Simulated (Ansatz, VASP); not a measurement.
Re in VASP and in Ansatz

```
CELL_PARAMETERS angstrom
0.03950 1.99475 1.99475
1.99475 0.03950 1.99475
1.99475 1.99475 0.03950
ATOMIC_POSITIONS crystal
Re 0.00000 0.00000 0.00000
```

Change from the starting cell: equal xy, yz and zx shear strains of +2 %, crystal datasets.

Alike in both runs: task electric field gradients; functional LDA; k mesh 14 × 14 × 14; occupations fermi-dirac, width 0.03 eV; no spin polarisation.

```csv
,VASP,Ansatz
version,VASP 6.6.1,Ansatz 0.2.0
potentials or method,"VASP PAW LDA potentials, release 64 (Re), cutoff 520 eV","all-electron PAW with datasets made for the crystal, scalar-relativistic"
```

```tsv
	VASP	Ansatz	Ansatz less VASP
pressure (GPa)	-22.7	-23.3	-0.59
traceless stress, the component that is largest in VASP (GPa)	-3.33	-3.33	-0.002
size of Vzz on the site where it differs most (V/Å²)	67.6	59.7	-7.95
```

LDA's correlation is that of Perdew and Zunger in VASP and of Perdew and Wang (1992) in Ansatz. Ansatz ran all-electron here, and VASP with PAW potentials.

Spin-orbit coupling is off throughout.
